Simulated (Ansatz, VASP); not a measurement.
# TeRu in VASP and in Ansatz

```
Ru Te
1.0
     0.00000    2.92634    2.92634
     2.92634    0.00000    2.92634
     2.92634    2.92634    0.00000
Ru Te
1 1
Direct
  0.00000 0.00000 0.00000
  0.25000 0.25000 0.25000
```

Alike in both runs: task single point; functional PBEsol; k mesh 8 × 8 × 8; occupations gaussian, width 0.05 eV; no spin polarisation.

|  | VASP | Ansatz |
| --- | --- | --- |
| version | VASP 6.6.1 | Ansatz 0.2.0 |
| potentials or method | VASP PAW PBE potentials, release 64 (Ru_pv, Te), cutoff 520 eV | scalar-relativistic, plane waves, PAW |
| valence electrons in the cell | 20 | 32 |

VASP gave:

* gap on the k mesh at the Fermi level (eV): none
* pressure (GPa): -2.2

Q: Which values does Ansatz return?

A: gap on the k mesh at the Fermi level (eV): none; pressure (GPa): -2.1.

VASP's potentials were made for PBE, not for PBEsol. A gap of «none» marks a metal or a gap that the smearing closes. VASP's potentials hold 20 valence electrons a cell and Ansatz's 32, so a difference there can come from the potentials and not from the codes.

Spin-orbit coupling is off throughout.
